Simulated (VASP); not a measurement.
# VO2 (P4_2/mnm) in VASP: single point with PBE

Aim: the single point of VO2 with PBE.

All numbers are computed with VASP 6.6.1; they aren't measurements. Logs are shortened: lines on timing, memory, paths and dates and some standing lists are left out, and cuts for length are marked.

### Step 1. The cell of the first run

Symmetry: P4_2/mnm, No. 136, tetragonal system. Conventional cell: a = 4.530 Å, b = 4.530 Å, c = 2.869 Å, α = 90.00°, β = 90.00°, γ = 90.00°. V (site symmetry mmm) has 6 O at 1.90 to 1.95 Å within 2.5 Å. O (site symmetry m2m) has 3 V at 1.90 to 1.95 Å and 1 O at 2.50 Å within 2.5 Å.

### Step 2. Single point, PBE

Input file INCAR:

```
  PREC = Accurate
  ENCUT = 600
  EDIFF = 1E-6
  ISMEAR = 0
  SIGMA = 0.02
  LREAL = F
  LASPH = T
  NELM = 120
  ALGO = Normal
  ISIF = 2
  LWAVE = F
  LCHARG = F
  GGA = PE
  NBANDS = 34
  GGA_COMPAT = F
```

Input file KPOINTS:

```
Automatic mesh
0
Gamma
  5 5 8
```

Input file POSCAR:

```
VO2
1.0
    4.5300000000      0.0000000000      0.0000000000
    0.0000000000      4.5300000000      0.0000000000
    0.0000000000      0.0000000000      2.8690000000
V O
2 4
Direct
    0.0000000000      0.0000000000      0.0000000000
    0.5000000000      0.5000000000      0.5000000000
    0.3050000000      0.3050000000      0.0000000000
    0.1950000000      0.8050000000      0.5000000000
    0.6950000000      0.6950000000      0.0000000000
    0.8050000000      0.1950000000      0.5000000000
```

Potentials or basis: VASP PAW PBE potentials, release 64 (V_sv, O).

Launch:

```
> cat potpaw_PBE.64/V_sv/POTCAR potpaw_PBE.64/O/POTCAR > POTCAR
> mpirun -np 1 vasp_std > vasp.out
```

OUTCAR:

```text
PREC = Accurate
   ENCUT = 600
   EDIFF = 1E-6
   ISMEAR = 0
   LREAL = F
   LASPH = T
   NELM = 120
   ISIF = 2
   GGA = PE

 ion  position               nearest neighbor table
   1  0.000  0.000  0.000-   4 1.90   6 1.90   4 1.90   6 1.90   5 1.95   3 1.95
   2  0.500  0.500  0.500-   3 1.90   5 1.90   3 1.90   5 1.90   4 1.95   6 1.95
   3  0.305  0.305  0.000-   2 1.90   2 1.90   1 1.95
   4  0.195  0.805  0.500-   1 1.90   1 1.90   2 1.95
   5  0.695  0.695  0.000-   2 1.90   2 1.90   1 1.95
   6  0.805  0.195  0.500-   1 1.90   1 1.90   2 1.95

  LATTYP: Found a simple tetragonal cell.
 ALAT       =     4.5300000000
 C/A-ratio  =     0.6333333333

  Lattice vectors:

 A1 = (   4.5300000000,   0.0000000000,   0.0000000000)
 A2 = (   0.0000000000,   4.5300000000,   0.0000000000)
 A3 = (   0.0000000000,   0.0000000000,   2.8690000000)

Analysis of symmetry for initial positions (statically):
=====================================================================
 Subroutine PRICEL returns:
 Original cell was already a primitive cell.

 Routine SETGRP: Setting up the symmetry group for a
 simple tetragonal supercell.

 Subroutine GETGRP returns: Found 16 space group operations
 (whereof  8 operations were pure point group operations)
 out of a pool of 16 trial point group operations.

The static configuration has the point symmetry D_2h.
 The point group associated with its full space group is D_4h.

Analysis of symmetry for dynamics (positions and initial velocities):
=====================================================================
 Subroutine PRICEL returns:
 Original cell was already a primitive cell.

 Routine SETGRP: Setting up the symmetry group for a
 simple tetragonal supercell.

 Subroutine GETGRP returns: Found 16 space group operations
 (whereof  8 operations were pure point group operations)
 out of a pool of 16 trial point group operations.

The dynamic configuration has the point symmetry D_2h.
 The point group associated with its full space group is D_4h.

 Subroutine INISYM returns: Found 16 space group operations
 (whereof  8 operations are pure point group operations),
 and found     1 'primitive' translations

----------------------------------------------------------------------------------------

                                     Primitive cell

  volume of cell :      58.8745

  direct lattice vectors                    reciprocal lattice vectors
     4.530000000  0.000000000  0.000000000     0.220750552  0.000000000  0.000000000
     0.000000000  4.530000000  0.000000000     0.000000000  0.220750552  0.000000000
     0.000000000  0.000000000  2.869000000     0.000000000  0.000000000  0.348553503

  length of vectors
     4.530000000  4.530000000  2.869000000     0.220750552  0.220750552  0.348553503

  position of ions in fractional coordinates (direct lattice)
     0.000000000  0.000000000  0.000000000
     0.500000000  0.500000000  0.500000000
     0.305000000  0.305000000  0.000000000
     0.195000000  0.805000000  0.500000000
     0.695000000  0.695000000  0.000000000
     0.805000000  0.195000000  0.500000000

  ion indices of the primitive-cell ions
   primitive index   ion index
                 1           1
                 2           2
                 3           3
                 4           4
                 5           5
                 6           6

----------------------------------------------------------------------------------------

 KPOINTS: Automatic mesh

Automatic generation of k-mesh.
 Grid dimensions read from file:
 generate k-points for:    5    5    8

 Generating k-lattice:

  Cartesian coordinates                     Fractional coordinates (reciprocal lattice)
     0.044150110  0.000000000  0.000000000     0.200000000  0.000000000  0.000000000
     0.000000000  0.044150110  0.000000000     0.000000000  0.200000000  0.000000000
     0.000000000  0.000000000  0.043569188     0.000000000  0.000000000  0.125000000

  Length of vectors
     0.044150110  0.044150110  0.043569188

  Shift w.r.t. Gamma in fractional coordinates (k-lattice)
     0.000000000  0.000000000  0.000000000

 Subroutine IBZKPT returns following result:
 ===========================================

 Found     30 irreducible k-points:

 Following reciprocal coordinates:
            Coordinates               Weight
  0.000000  0.000000  0.000000      1.000000
  0.200000  0.000000  0.000000      4.000000
  0.400000  0.000000  0.000000      4.000000
  0.200000  0.200000  0.000000      4.000000
  0.400000  0.200000  0.000000      8.000000
  0.400000  0.400000  0.000000      4.000000
[... 16 lines left out ...]
  0.400000  0.200000  0.375000     16.000000
  0.400000  0.400000  0.375000      8.000000
 [... further k-points ...]
   k-points           NKPTS =     30   k-points in BZ     NKDIM =     30   number of bands    NBANDS=     34
   number of dos      NEDOS =    301   number of ions     NIONS =      6
   total plane-waves  NPLWV =  31104
   dimension x,y,z NGX =    36 NGY =   36 NGZ =   24
   dimension x,y,z NGXF=    72 NGYF=   72 NGZF=   48
   ions per type =               2   4
   NGX,Y,Z   is equivalent  to a cutoff of  13.21, 13.21, 13.91 a.u.
   NGXF,Y,Z  is equivalent  to a cutoff of  26.42, 26.42, 27.81 a.u.
 SYSTEM =  unknown system
   PREC   = accura    normal or accurate (medium, high low for compatibility)
   ISTART =      0    job   : 0-new  1-cont  2-samecut
   ICHARG =      2    charge: 1-file 2-atom 10-const
   ISPIN  =      1    spin polarized calculation?
   LNONCOLLINEAR =      F non collinear calculations
   LSORBIT =      F    spin-orbit coupling
   LASPH  =      T    aspherical Exc in radial PAW
   ENCUT  =  600.0 eV  44.10 Ry    6.64 a.u.   9.05  9.05  5.73*2*pi/ulx,y,z
   NELM   =    120;   NELMIN=  2; NELMDL= -5     # of ELM steps
   EDIFF  = 0.1E-05   stopping-criterion for ELM
   LREAL  =      F    real-space projection
   EDIFFG = 0.1E-04   stopping-criterion for IOM
   NSW    =      0    number of steps for IOM
   IBRION =     -1    ionic relax: 0-MD 1-quasi-New 2-CG
   NFREE  =      0    steps in history (QN), initial steepest desc. (CG)
   ISIF   =      2    stress and relaxation
   ISYM   =      2    0-nonsym 1-usesym 2-fastsym
   POTIM  = 0.5000    time-step for ionic-motion
   TEBEG  =    0.0;   TEEND  =   0.0 temperature during run
   PSTRESS=    0.0 pullay stress
   NELECT =      50.0000    total number of electrons
   NUPDOWN=      -1.0000    fix difference up-down
   EMIN   =  10.00;   EMAX   =-10.00  energy-range for DOS
   EFERMI =   0.00;   METHOD = LEGACY
   ISMEAR =     0;   SIGMA  =   0.02  broadening in eV -4-tet -1-fermi 0-gaus
   EFERMI_NEDOS =   21; number of points for ismear=-14 and -15
   IALGO  =     38    algorithm
   IMIX   =      4    mixing-type and parameters
     AMIX     =   0.40;   BMIX     =  1.00
     AMIX_MAG =   1.60;   BMIX_MAG =  1.00
  volume/ion in A,a.u.               =       9.81        66.22
  Fermi-wavevector in a.u.,A,eV,Ry     =   1.550324  2.929688 32.701671  2.403505
  Thomas-Fermi vector in A             =   2.655004
   LORBIT       =      0    0 simple, 1 ext, 2 COOP (PROOUT), +10 PAW based schemes
   GGA     = PE    functional components
   LHFCALC =     F    Hartree Fock is set to
   AEXX    =    0.0000 exact exchange contribution
   IVDW    =     0    specifies the selected vdW correction
   LEPSILON=     F    determine dielectric tensor
   LRPA    =     F    only Hartree local field effects (RPA)
 non-spin polarized calculation
 Gauss-broadening in eV      SIGMA  =   0.02
  energy-cutoff  :      600.00
  volume of cell :       58.87
 maximum number of plane-waves:      1980
   NGX = 19   NGY = 19   NGZ = 11

 number of electron      49.9999990 magnetization

 Free energy of the ion-electron system (eV)
  ---------------------------------------------------
  ext. energy  EPLUGINS =         0.00000000
  ---------------------------------------------------
  free energy    TOTEN  =       -51.68784760 eV

  energy without entropy =      -51.68592196  energy(sigma->0) =      -51.68688478

 E-fermi :   6.6341     XC(G=0): -11.7931

 val. band max:        6.6321379933   @ k =   0.4000   0.4000   0.1250
 cond. band min:       6.6345403310   @ k =   0.4000   0.0000   0.3750
 fundamental gap:      0.0024023378
 Fermi energy:         6.6340555928

 k-point     1 :       0.0000    0.0000    0.0000
  band No.  band energies     occupation
      1     -59.2022      2.00000
      2     -59.1923      2.00000
      3     -33.0996      2.00000
      4     -33.0787      2.00000
      5     -32.9881      2.00000
      6     -32.9881      2.00000
[... 26 lines left out ...]
     33      10.8474      0.00000
     34      11.7151      0.00000

 k-point     2 :       0.2000    0.0000    0.0000
  band No.  band energies     occupation
      1     -59.2013      2.00000
      2     -59.1932      2.00000
      3     -33.0976      2.00000
      4     -33.0807      2.00000
      5     -32.9801      2.00000
      6     -32.9795      2.00000
[... 26 lines left out ...]
     33      10.7567      0.00000
     34      11.4611      0.00000

 k-point     3 :       0.4000    0.0000    0.0000
  band No.  band energies     occupation
      1     -59.1988      2.00000
      2     -59.1957      2.00000
      3     -33.0923      2.00000
      4     -33.0859      2.00000
      5     -32.9595      2.00000
      6     -32.9581      2.00000
[... 26 lines left out ...]
     33      10.5791      0.00000
     34      10.7282      0.00000

 k-point     4 :       0.2000    0.2000    0.0000
  band No.  band energies     occupation
      1     -59.2005      2.00000
      2     -59.1940      2.00000
      3     -33.0960      2.00000
      4     -33.0823      2.00000
      5     -32.9908      2.00000
      6     -32.9568      2.00000
[... 26 lines left out ...]
     33      10.8428      0.00000
     34      11.2074      0.00000

 k-point     5 :       0.4000    0.2000    0.0000
  band No.  band energies     occupation
      1     -59.1985      2.00000
      2     -59.1960      2.00000
      3     -33.0917      2.00000
      4     -33.0865      2.00000
      5     -32.9840      2.00000
      6     -32.9622      2.00000
[... 621 lines left out ...]
 k-point    22 :       0.2000    0.2000    0.3750
  band No.  band energies     occupation
      1     -59.1715      2.00000
      2     -59.1690      2.00000
      3     -33.3832      2.00000
      4     -33.3783      2.00000
      5     -32.9333      2.00000
      6     -32.9260      2.00000
[... 26 lines left out ...]
     33      10.2429      0.00000
     34      11.1383      0.00000

 k-point    23 :       0.4000    0.2000    0.3750
  band No.  band energies     occupation
      1     -59.1707      2.00000
      2     -59.1697      2.00000
      3     -33.3821      2.00000
      4     -33.3801      2.00000
      5     -32.9313      2.00000
      6     -32.9267      2.00000
[... 26 lines left out ...]
     33      10.7686      0.00000
     34      11.1774      0.00000

 k-point    24 :       0.4000    0.4000    0.3750
  band No.  band energies     occupation
      1     -59.1704      2.00000
      2     -59.1700      2.00000
      3     -33.3803      2.00000
      4     -33.3794      2.00000
      5     -32.9347      2.00000
      6     -32.9321      2.00000
[... 26 lines left out ...]
     33      10.2437      0.00000
     34      10.7899      0.00000

 [... further k-points ...]

------------------------ aborting loop because EDIFF is reached ----------------------------------------

  FORCE on cell =-STRESS in cart. coord.  units (eV):
  Direction    XX          YY          ZZ          XY          YZ          ZX
  --------------------------------------------------------------------------------------
  -------------------------------------------------------------------------------------
  Total        2.0493633      2.0493633     -0.9730932      0.0000000      0.0000000      0.0000000
  in kB       55.7702505     55.7702505    -26.4812249      0.0000000      0.0000000      0.0000000
  external PRESSURE =      28.3530920 kB  Pullay stress =       0.0000000 kB

 VOLUME and BASIS-vectors are now :
 -----------------------------------------------------------------------------
  energy-cutoff  :      600.00
  volume of cell :       58.87
      direct lattice vectors                 reciprocal lattice vectors
     4.530000000  0.000000000  0.000000000     0.220750552  0.000000000  0.000000000
     0.000000000  4.530000000  0.000000000     0.000000000  0.220750552  0.000000000
     0.000000000  0.000000000  2.869000000     0.000000000  0.000000000  0.348553503

 POSITION                                       TOTAL-FORCE (eV/Angst)
 -----------------------------------------------------------------------------------
      0.00000      0.00000      0.00000         0.000000      0.000000      0.000000
      2.26500      2.26500      1.43450         0.000000      0.000000      0.000000
      1.38165      1.38165      0.00000        -0.410205     -0.410205      0.000000
      0.88335      3.64665      1.43450         0.410205     -0.410205      0.000000
      3.14835      3.14835      0.00000         0.410205      0.410205     -0.000000
      3.64665      0.88335      1.43450        -0.410205      0.410205     -0.000000
 -----------------------------------------------------------------------------------
    total drift:                                0.000000      0.000000      0.000000

  FREE ENERGIE OF THE ION-ELECTRON SYSTEM (eV)
  ---------------------------------------------------
  free  energy   TOTEN  =       -51.6878476036 eV

  energy  without entropy=      -51.6859219595  energy(sigma->0) =      -51.68688478
```

Wall time 91 s (1 thread of Intel Xeon 8259CL, shared host); peak memory 0.21 GiB.

Results:

```
Free energy            : -51.6878 eV
Pressure               : 2.8 GPa
Largest force          : 0.580 eV/Å
Band gap on the k mesh : zero (bands 25 and 26 overlap by 0.98 eV)
```

Forces in eV/Å, atoms in the order of the input:
```
V    0.000  0.000  0.000
V    0.000  0.000  0.000
O   -0.410 -0.410  0.000
O    0.410 -0.410  0.000
O    0.410  0.410  0.000
O   -0.410  0.410  0.000
```

Stress tensor (GPa, compression positive):
```
 5.58  0.00  0.00
 0.00  5.58  0.00
 0.00  0.00 -2.65
```

Levels at points of the mesh, in eV from the Fermi level:
| k point | band 21 | band 22 | band 23 | band 24 | band 25 | band 26 | band 27 | band 28 | band 29 | band 30 |
| --- | --- | --- | --- | --- | --- | --- | --- | --- | --- | --- |
| (0.00, 0.00, 0.00) | -2.50 | -2.26 | -2.26 | -1.88 | -0.57 | -0.37 | -0.08 | -0.08 | 0.08 | 1.90 |
| (0.00, 0.00, 0.50) | -4.26 | -4.26 | -3.46 | -3.46 | 0.58 | 0.58 | 0.62 | 0.62 | 1.26 | 1.26 |

Caveat: the run has no spin polarisation, though such a crystal can be magnetic; semilocal functionals often make such compounds metallic where correlation or magnetic order opens a gap, which also shifts bond lengths. With open d or f shells a metallic result of PBE can be an artefact of self-interaction; +U or a hybrid may open a gap.
